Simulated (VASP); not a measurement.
Write the native input for VASP 6.6.1 that does the following.

```
Task                   : relaxation of cell and atoms
Functional             : PBEsol
Potentials or basis    : VASP PAW PBE potentials, release 64 (Ag)
Cutoff                 : 600 eV
k mesh                 : 24 × 24 × 24
Occupations            : gaussian, width 0.1 eV
Spin                   : no spin polarisation
Dipole correction      : no
Further INCAR settings : ALGO = Normal; EDIFF = 1e-06; IBRION = 2; EDIFFG = -0.01; NSW = 100; ISIF = 3
```

The structure of Ag lies in POSCAR:

```
Ag
1.0
   -1.6135879156      1.6135879156      1.6135879156
    1.6135879156     -1.6135879156      1.6135879156
    1.6135879156      1.6135879156     -1.6135879156
Ag
1
Direct
    0.0000000000      0.0000000000      0.0000000000
```

This isn't the form of Ag at room conditions, which is fcc.

The input as run:

INCAR

```
SYSTEM = Ag
PREC = Accurate
ENCUT = 600
EDIFF = 1E-6
ISMEAR = 0
SIGMA = 0.1
LREAL = .FALSE.
LASPH = .TRUE.
NELM = 60
ALGO = Normal
ISIF = 3
LWAVE = .FALSE.
LCHARG = .FALSE.
GGA = PS
IBRION = 2
NSW = 100
EDIFFG = -0.01
```

KPOINTS

```
Automatic mesh
0
G
  24 24 24
  0 0 0
```

Potentials or basis: VASP PAW PBE potentials, release 64 (Ag).

Command:

```console
$ cat potpaw_PBE.64/Ag/POTCAR > POTCAR
$ mpirun -np 1 vasp_std > vasp.out
```

It gave:

```json
{"Relaxed volume": "16.74 Å³/atom", "Relaxed cell": "a = 2.791 Å, b = 2.791 Å, c = 2.791 Å, α = 109.47°, β = 109.47°, γ = 109.47°", "Space group after relaxing (to 0.1 Å)": "Im-3m (No. 229)", "Energy gained by relaxing": "0.1 meV/atom", "Ionic steps": "3", "Pressure after relaxing": "0.0 GPa", "Band gap on the k mesh": "zero (an odd number of electrons rules out a gap without spin polarisation)"}
```

Caveat: the PAW data sets were made with another functional, which shifts forces and pressure a little.

Wall time 2.6 min on 1 thread of AMD EPYC 7R13 (shared host), peak memory 0.19 GiB.
